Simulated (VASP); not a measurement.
# Ag3B (P-6m2) in VASP: a series of runs

Ag3B is run at these levels: PBE; tasks: relaxation of cell and atoms, single point.

Everything below comes from runs of VASP 6.6.1. Logs are shortened: lines on timing, memory, paths and dates and some standing lists are left out, and cuts for length are marked.

## (1) The cell of the first run

The structure is hexagonal, space group P-6m2 (No. 187). Conventional cell: a = 3.007 Å, b = 3.007 Å, c = 7.801 Å, α = 90.00°, β = 90.00°, γ = 120.00°. Within 4.0 Å of Ag (site symmetry -6m2) lie 12 Ag at 2.96 to 3.01 Å and 2 B at 3.90 Å. Ag (site symmetry 3m) has 3 B at 2.30 Å and 10 Ag at 2.96 to 3.01 Å within 3.1 Å. Within 3.1 Å of B (site symmetry -6m2) lie 6 Ag at 2.30 Å and 6 B at 3.01 Å.

## (2) Relaxation of cell and atoms, PBE

INCAR reads:

```
SYSTEM = Ag3B
PREC = Accurate
ENCUT = 600
EDIFF = 1E-6
ISMEAR = -1
SIGMA = 0.15
LREAL = .FALSE.
LASPH = .TRUE.
NELM = 80
ALGO = Fast
ISIF = 3
LWAVE = .FALSE.
LCHARG = .FALSE.
GGA = PE
IBRION = 2
NSW = 80
EDIFFG = -0.001
```

KPOINTS reads:

```
Automatic mesh
0
G
  18 18 6
  0 0 0
```

POSCAR reads:

```
Ag3B
1.0
    3.0071055186      0.0000000000      0.0000000000
   -1.5035527593      2.6042297710      0.0000000000
    0.0000000000      0.0000000000      7.8006282902
Ag B
3 1
Direct
    0.6666666667      0.3333333333      0.5000000000
    0.3333333333      0.6666666667      0.1928552066
    0.3333333333      0.6666666667      0.8071447934
    0.6666666667      0.3333333333      0.0000000000
```

Potentials or basis: VASP PAW PBE potentials, release 64 (Ag, B).

Run with:

```sh
$ cat potpaw_PBE.64/Ag/POTCAR potpaw_PBE.64/B/POTCAR > POTCAR
$ mpirun -np 1 vasp_std > vasp.out
```

OUTCAR:

```text
SYSTEM = Ag3B
   PREC = Accurate
   ENCUT = 600
   EDIFF = 1E-6
   ISMEAR = -1
   LREAL = .FALSE.
   LASPH = .TRUE.
   NELM = 80
   ISIF = 3
   GGA = PE
   IBRION = 2
   NSW = 80
   EDIFFG = -0.001

 ion  position               nearest neighbor table
   1  0.667  0.333  0.500-   2 2.96   3 2.96   2 2.96   3 2.96   2 2.96   3 2.96
   2  0.333  0.667  0.193-   4 2.30   4 2.30   4 2.30   1 2.96   1 2.96   1 2.96   3 3.01
   3  0.333  0.667  0.807-   4 2.30   4 2.30   4 2.30   1 2.96   1 2.96   1 2.96   2 3.01
   4  0.667  0.333  0.000-   2 2.30   3 2.30   2 2.30   3 2.30   2 2.30   3 2.30

  LATTYP: Found a hexagonal cell.
 ALAT       =     3.0071055186
 C/A-ratio  =     2.5940653702

  Lattice vectors:

 A1 = (   3.0071055186,   0.0000000000,   0.0000000000)
 A2 = (  -1.5035527593,   2.6042297710,   0.0000000000)
 A3 = (   0.0000000000,   0.0000000000,   7.8006282902)

Analysis of symmetry for initial positions (statically):
=====================================================================
 Subroutine PRICEL returns:
 Original cell was already a primitive cell.

 Routine SETGRP: Setting up the symmetry group for a
 hexagonal supercell.

 Subroutine GETGRP returns: Found 12 space group operations
 (whereof 12 operations were pure point group operations)
 out of a pool of 24 trial point group operations.

The static configuration has the point symmetry D_3h.

Analysis of symmetry for dynamics (positions and initial velocities):
=====================================================================
 Subroutine PRICEL returns:
 Original cell was already a primitive cell.

 Routine SETGRP: Setting up the symmetry group for a
 hexagonal supercell.

 Subroutine GETGRP returns: Found 12 space group operations
 (whereof 12 operations were pure point group operations)
 out of a pool of 24 trial point group operations.

The dynamic configuration has the point symmetry D_3h.

 Subroutine INISYM returns: Found 12 space group operations
 (whereof 12 operations are pure point group operations),
 and found     1 'primitive' translations

----------------------------------------------------------------------------------------

                                     Primitive cell

  volume of cell :      61.0882

  direct lattice vectors                    reciprocal lattice vectors
     3.007105519  0.000000000  0.000000000     0.332545697  0.191995348  0.000000000
    -1.503552759  2.604229771  0.000000000     0.000000000  0.383990695  0.000000000
     0.000000000  0.000000000  7.800628290     0.000000000  0.000000000  0.128194802

  length of vectors
     3.007105519  3.007105519  7.800628290     0.383990695  0.383990695  0.128194802

  position of ions in fractional coordinates (direct lattice)
     0.666666667  0.333333333  0.500000000
     0.333333333  0.666666667  0.192855207
     0.333333333  0.666666667  0.807144793
     0.666666667  0.333333333  0.000000000

  ion indices of the primitive-cell ions
   primitive index   ion index
                 1           1
                 2           2
                 3           3
                 4           4

----------------------------------------------------------------------------------------

 KPOINTS: Automatic mesh

Automatic generation of k-mesh.
 Grid dimensions read from file:
 generate k-points for:   18   18    6

 Generating k-lattice:

  Cartesian coordinates                     Fractional coordinates (reciprocal lattice)
     0.018474761  0.010666408  0.000000000     0.055555556  0.000000000  0.000000000
     0.000000000  0.021332816  0.000000000     0.000000000  0.055555556  0.000000000
     0.000000000  0.000000000  0.021365800     0.000000000  0.000000000  0.166666667

  Length of vectors
     0.021332816  0.021332816  0.021365800

  Shift w.r.t. Gamma in fractional coordinates (k-lattice)
     0.000000000  0.000000000  0.000000000

 Subroutine IBZKPT returns following result:
 ===========================================

 Found    148 irreducible k-points:

 Following reciprocal coordinates:
            Coordinates               Weight
  0.000000  0.000000  0.000000      1.000000
  0.055556  0.000000  0.000000      6.000000
  0.111111  0.000000  0.000000      6.000000
  0.166667  0.000000  0.000000      6.000000
  0.222222  0.000000  0.000000      6.000000
  0.277778  0.000000  0.000000      6.000000
[... 16 lines left out ...]
  0.333333  0.111111  0.000000     12.000000
  0.388889  0.111111  0.000000     12.000000
 [... further k-points ...]
   k-points           NKPTS =    148   k-points in BZ     NKDIM =    148   number of bands    NBANDS=     22
   number of dos      NEDOS =    301   number of ions     NIONS =      4
   total plane-waves  NPLWV =  36864
   dimension x,y,z NGX =    24 NGY =   24 NGZ =   64
   dimension x,y,z NGXF=    48 NGYF=   48 NGZF=  128
   ions per type =               3   1
   NGX,Y,Z   is equivalent  to a cutoff of  13.27, 13.27, 13.64 a.u.
   NGXF,Y,Z  is equivalent  to a cutoff of  26.54, 26.54, 27.28 a.u.
 SYSTEM =  Ag3B
   PREC   = accura    normal or accurate (medium, high low for compatibility)
   ISTART =      0    job   : 0-new  1-cont  2-samecut
   ICHARG =      2    charge: 1-file 2-atom 10-const
   ISPIN  =      1    spin polarized calculation?
   LNONCOLLINEAR =      F non collinear calculations
   LSORBIT =      F    spin-orbit coupling
   LASPH  =      T    aspherical Exc in radial PAW
   ENCUT  =  600.0 eV  44.10 Ry    6.64 a.u.   6.01  6.01 15.58*2*pi/ulx,y,z
   NELM   =     80;   NELMIN=  2; NELMDL= -5     # of ELM steps
   EDIFF  = 0.1E-05   stopping-criterion for ELM
   LREAL  =      F    real-space projection
   EDIFFG = -.1E-02   stopping-criterion for IOM
   NSW    =     80    number of steps for IOM
   IBRION =      2    ionic relax: 0-MD 1-quasi-New 2-CG
   NFREE  =      1    steps in history (QN), initial steepest desc. (CG)
   ISIF   =      3    stress and relaxation
   ISYM   =      2    0-nonsym 1-usesym 2-fastsym
   POTIM  = 0.5000    time-step for ionic-motion
   TEBEG  =    0.0;   TEEND  =   0.0 temperature during run
   PSTRESS=    0.0 pullay stress
   NELECT =      36.0000    total number of electrons
   NUPDOWN=      -1.0000    fix difference up-down
   EMIN   =  10.00;   EMAX   =-10.00  energy-range for DOS
   EFERMI =   0.00;   METHOD = LEGACY
   ISMEAR =    -1;   SIGMA  =   0.15  broadening in eV -4-tet -1-fermi 0-gaus
   EFERMI_NEDOS =   21; number of points for ismear=-14 and -15
   IALGO  =     68    algorithm
   IMIX   =      4    mixing-type and parameters
     AMIX     =   0.40;   BMIX     =  1.00
     AMIX_MAG =   1.60;   BMIX_MAG =  1.00
  volume/ion in A,a.u.               =      15.27       103.06
  Fermi-wavevector in a.u.,A,eV,Ry     =   1.372534  2.593713 25.631334  1.883850
  Thomas-Fermi vector in A             =   2.498132
   LORBIT       =      0    0 simple, 1 ext, 2 COOP (PROOUT), +10 PAW based schemes
   GGA     = PE    functional components
   LHFCALC =     F    Hartree Fock is set to
   AEXX    =    0.0000 exact exchange contribution
   IVDW    =     0    specifies the selected vdW correction
   LEPSILON=     F    determine dielectric tensor
   LRPA    =     F    only Hartree local field effects (RPA)
 conjugate gradient relaxation of ions
 non-spin polarized calculation
 RMM-DIIS sequential band-by-band and
  energy-cutoff  :      600.00
  volume of cell :       61.09
 maximum number of plane-waves:      2076
   NGX = 13   NGY = 13   NGZ = 31

--------------------------------------- Ionic step        1  -------------------------------------------

 number of electron      35.9999990 magnetization

 Free energy of the ion-electron system (eV)
  ---------------------------------------------------
  ext. energy  EPLUGINS =         0.00000000
  ---------------------------------------------------
  free energy    TOTEN  =       -12.65823914 eV

  energy without entropy =      -12.58112508  energy(sigma->0) =      -12.61968211

------------------------ aborting loop because EDIFF is reached ----------------------------------------

  FORCE on cell =-STRESS in cart. coord.  units (eV):
  Direction    XX          YY          ZZ          XY          YZ          ZX
  --------------------------------------------------------------------------------------
  -------------------------------------------------------------------------------------
  Total        0.0010392      0.0010392      0.0843408      0.0000000      0.0000000      0.0000000
  in kB        0.0272561      0.0272561      2.2120281      0.0000000      0.0000000      0.0000000
  external PRESSURE =       0.7555134 kB  Pullay stress =       0.0000000 kB

 VOLUME and BASIS-vectors are now :
 -----------------------------------------------------------------------------
  energy-cutoff  :      600.00
  volume of cell :       61.09
      direct lattice vectors                 reciprocal lattice vectors
     3.007105519  0.000000000  0.000000000     0.332545697  0.191995348  0.000000000
    -1.503552759  2.604229771  0.000000000     0.000000000  0.383990695  0.000000000
     0.000000000  0.000000000  7.800628290     0.000000000  0.000000000  0.128194802
[... 267 lines left out ...]
 POSITION                                       TOTAL-FORCE (eV/Angst)
 -----------------------------------------------------------------------------------
      1.50152      0.86690      3.90961        -0.000000     -0.000000      0.000000
     -0.00000      1.73381      1.51080         0.000000     -0.000000     -0.000142
     -0.00000      1.73381      6.30843        -0.000000      0.000000      0.000142
      1.50152      0.86690     -0.00000        -0.000000     -0.000000      0.000000
 -----------------------------------------------------------------------------------
    total drift:                                0.000000     -0.000000     -0.000000

  FREE ENERGIE OF THE ION-ELECTRON SYSTEM (eV)
  ---------------------------------------------------
  free  energy   TOTEN  =       -12.6583955263 eV

  energy  without entropy=      -12.5812073923  energy(sigma->0) =      -12.61980146

--------------------------------------- Ionic step        9  -------------------------------------------

 number of electron      35.9999990 magnetization

 Free energy of the ion-electron system (eV)
  ---------------------------------------------------
  ext. energy  EPLUGINS =         0.00000000
  ---------------------------------------------------
  free energy    TOTEN  =       -12.65839567 eV

  energy without entropy =      -12.58121274  energy(sigma->0) =      -12.61980421

 E-fermi :   8.0691     XC(G=0): -11.9621

 val. band max:        8.0402089657   @ k =   0.2778   0.2778   0.1667
 cond. band min:       8.0790285983   @ k =   0.3333   0.2222   0.1667
 fundamental gap:      0.0388196325
 Fermi energy:         8.0690764615

 k-point     1 :       0.0000    0.0000    0.0000
  band No.  band energies     occupation
      1      -2.4987      2.00000
      2       0.8121      2.00000
      3       1.4742      2.00000
      4       1.9373      2.00000
      5       2.3803      2.00000
      6       2.3803      2.00000
[... 14 lines left out ...]
     21      12.5600      0.00000
     22      12.8629      0.00000
[... 552 lines left out ...]
  band No.  band energies     occupation
      1      -0.4097      2.00000
      2       1.0220      2.00000
      3       1.3457      2.00000
      4       1.7996      2.00000
      5       2.1665      2.00000
      6       2.2994      2.00000
[... 14 lines left out ...]
     21      11.8688      0.00000
     22      12.0514      0.00000

 [... further k-points ...]

------------------------ aborting loop because EDIFF is reached ----------------------------------------

  FORCE on cell =-STRESS in cart. coord.  units (eV):
  Direction    XX          YY          ZZ          XY          YZ          ZX
  --------------------------------------------------------------------------------------
  -------------------------------------------------------------------------------------
  Total       -0.0019630     -0.0019630     -0.0039526      0.0000000      0.0000000      0.0000000
  in kB       -0.0515030     -0.0515030     -0.1037032      0.0000000      0.0000000      0.0000000
  external PRESSURE =      -0.0689031 kB  Pullay stress =       0.0000000 kB

 VOLUME and BASIS-vectors are now :
 -----------------------------------------------------------------------------
  energy-cutoff  :      600.00
  volume of cell :       61.07
      direct lattice vectors                 reciprocal lattice vectors
     3.003044891  0.000000000 -0.000000000     0.332995355  0.192254958  0.000000000
    -1.501522445  2.600713164 -0.000000000    -0.000000000  0.384509916 -0.000000000
    -0.000000000  0.000000000  7.818907348    -0.000000000  0.000000000  0.127895108

 POSITION                                       TOTAL-FORCE (eV/Angst)
 -----------------------------------------------------------------------------------
      1.50152      0.86690      3.90945         0.000000      0.000000      0.000000
     -0.00000      1.73381      1.51072         0.000000     -0.000000     -0.000216
     -0.00000      1.73381      6.30819        -0.000000      0.000000      0.000216
      1.50152      0.86690     -0.00000        -0.000000      0.000000      0.000000
 -----------------------------------------------------------------------------------
    total drift:                                0.000000     -0.000000     -0.000000

  FREE ENERGIE OF THE ION-ELECTRON SYSTEM (eV)
  ---------------------------------------------------
  free  energy   TOTEN  =       -12.6583956707 eV

  energy  without entropy=      -12.5812127420  energy(sigma->0) =      -12.61980421

 reached required accuracy - stopping structural energy minimisation
```

Run time: 6.5 min. Hardware: 1 thread of AMD EPYC 9R45 (Zen 5), shared host; peak memory 0.33 GiB.

What came out:

```yaml
Free_energy: -12.6584 eV
Relaxed_volume: 15.27 Å³/atom
Relaxed_cell: a = 3.003 Å, b = 3.003 Å, c = 7.819 Å, α = 90.00°, β = 90.00°, γ = 120.00°
Space_group_after_relaxing_to_0.1_Å: P-6m2 (No. 187)
Energy_gained_by_relaxing: 0.0 meV/atom
Ionic_steps: 9
Pressure_after_relaxing: 0.0 GPa
Band_gap_on_the_k_mesh: zero (bands 18 and 19 overlap by 2.18 eV)
```

The path:
```tsv
step	energy change (eV)	largest force (eV/Å)	pressure (GPa)	volume (Å³)
1	0.0000	0.0217	0.08	61.09
2	-0.0001	0.0068	-0.11	61.15
3	-0.0001	0.0056	-0.10	61.16
4	-0.0001	0.0011	-0.08	61.11
5	-0.0002	0.0027	0.04	61.05
6	-0.0002	0.0004	0.01	61.06
7	-0.0002	0.0023	-0.04	61.07
8	-0.0002	0.0001	-0.01	61.07
9	-0.0002	0.0002	-0.01	61.07
```

Final structure:
```yaml
crystal:
  lattice:
    - [3.00304, 0.00000, 0.00000]
    - [-1.50152, 2.60071, 0.00000]
    - [0.00000, 0.00000, 7.81891]
  atoms:
    - { symbol: Ag, position: [0.66667, 0.33333, 0.50000] }
    - { symbol: Ag, position: [0.33333, 0.66667, 0.19321] }
    - { symbol: Ag, position: [0.33333, 0.66667, 0.80679] }
    - { symbol: B, position: [0.66667, 0.33333, 0.00000] }
```

## (3) Single point, PBE

INCAR reads:

```
SYSTEM = Ag3B
PREC = Accurate ; ENCUT = 520
EDIFF = 1E-6 ; ISMEAR = 0
SIGMA = 0.1 ; LREAL = .FALSE.
LASPH = .TRUE. ; NELM = 60
ALGO = Fast ; ISIF = 2
LWAVE = .FALSE. ; LCHARG = .TRUE.
GGA = PE ; LELF = .TRUE.
LVHAR = .TRUE. ; NBANDS = 26
```

KPOINTS reads:

```
regular mesh
0
G
  18 18 6
  0 0 0
```

POSCAR is that of step 2.

Potentials or basis: VASP PAW PBE potentials, release 64 (Ag, B).

Run with:

```sh
$ cat potpaw_PBE.64/Ag/POTCAR potpaw_PBE.64/B/POTCAR > POTCAR
$ mpirun -np 1 vasp_std > vasp.out
```

Wall time 7 min (1 thread of Oxide Virtual Turin-like, shared host); peak memory 0.29 GiB.

It converged, with:

```yaml
Free_energy: -12.6240 eV
Pressure: -0.1 GPa
Largest_force: 0.009 eV/Å
Band_gap_on_the_k_mesh: zero (bands 18 and 19 overlap by 2.13 eV)
```

Forces on the atoms (eV/Å):
```
Ag   0.000  0.000  0.000
Ag   0.000  0.000  0.009
Ag   0.000  0.000 -0.009
B    0.000  0.000  0.000
```

Levels at points of the mesh, in eV from the Fermi level:
```tsv
k point	band 15	band 16	band 17	band 18	band 19	band 20	band 21	band 22
(0.00, 0.00, 0.00)	-4.42	-4.28	-3.60	-3.60	0.38	4.46	4.46	4.82
(0.50, 0.00, 0.00)	-3.17	-2.85	-2.14	-0.99	0.38	2.80	3.01	3.50
(0.00, 0.00, 0.50)	-4.27	-3.64	-3.64	-2.55	-1.65	4.46	4.46	6.44
(0.50, 0.00, 0.50)	-3.17	-2.89	-2.30	-1.08	0.35	2.90	3.78	4.13
```

(Continued in part 2 of 2.)
